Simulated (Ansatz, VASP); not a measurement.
## Two plane-wave programs on Al2InAs3

The input INCAR:

```
PREC = Accurate
ENCUT = 600
EDIFF = 1E-6
ISMEAR = 0
SIGMA = 0.02
LREAL = False
LASPH = True
NELM = 100
ALGO = Normal
ISIF = 3
LWAVE = False
LCHARG = False
GGA = PE
IBRION = 2
NSW = 100
EDIFFG = -0.01
```

The input KPOINTS:

```
Automatic mesh
0
Gamma
  6 6 4
```

POSCAR

```
Al2InAs3
1.0
    4.1525237506      0.0000000000      0.0000000000
   -2.0762618753      3.5961910578      0.0000000000
    0.0000000000      0.0000000000     10.1814466042
Al In As
2 1 3
Direct
    0.3333333333      0.6666666667      0.6605927647
    0.6666666667      0.3333333333      0.3399834077
    0.0000000000      0.0000000000      0.9982323143
    0.0000000000      0.0000000000      0.7364786475
    0.3333333333      0.6666666667      0.4165338634
    0.6666666667      0.3333333333      0.0981790023
```

Input for Ansatz:

```yaml
crystal:
  lattice:
    - [4.1525237506, 0.0, 0.0]
    - [-2.0762618753, 3.5961910578, 0.0]
    - [0.0, 0.0, 10.1814466042]
  atoms:
    - { symbol: Al, position: [0.3333333333, 0.6666666667, 0.6605927647] }
    - { symbol: Al, position: [0.6666666667, 0.3333333333, 0.3399834077] }
    - { symbol: In, position: [0.0, 0.0, 0.9982323143] }
    - { symbol: As, position: [0.0, 0.0, 0.7364786475] }
    - { symbol: As, position: [0.3333333333, 0.6666666667, 0.4165338634] }
    - { symbol: As, position: [0.6666666667, 0.3333333333, 0.0981790023] }
basis:
  ecutwfc: 420
kpoints:
  mp_grid: { grid: [6, 6, 4] }
hamiltonian:
  xc: pbe
scf:
  occupations: { method: gaussian, width: 0.02 }
output:
  forces: true
  stress: true
  eigenvalues: true
  write_density: true
  write_potential: true
  elf: true
  volumetric_format: npy
relax:
  adjacent_minimum: "off"
  f_tol: 0.01
  max_steps: 80
  cell: { stress_tol: 0.05 }
```

Alike in both runs: task relaxation of cell and atoms; functional PBE; k mesh 6 × 6 × 4; occupations gaussian, width 0.02 eV; no spin polarisation.

|  | VASP | Ansatz |
| --- | --- | --- |
| version | VASP 6.6.1 | Ansatz 0.2.0 |
| potentials or method | VASP PAW PBE potentials, release 64 (Al, In_d, As), cutoff 600 eV | scalar-relativistic, plane waves, PAW |
| valence electrons in the cell | 34 | 64 |

Ansatz gave:

```
gap on the k mesh at the Fermi level, each at its own relaxed structure (eV) : 0.65
relaxed volume (Å³/atom)                                                     : 25.40
relaxed length of the cell vector where the two differ most in proportion (Å)              : 10.190
```

**Question.** What did VASP give for the same quantities?

**Answer.** gap on the k mesh at the Fermi level, each at its own relaxed structure (eV): 0.64; relaxed volume (Å³/atom): 25.44; relaxed length of the cell vector where the two differ most in proportion (Å): 10.197.

VASP's potentials hold 34 valence electrons a cell and Ansatz's 64, so a difference there can come from the potentials and not from the codes.
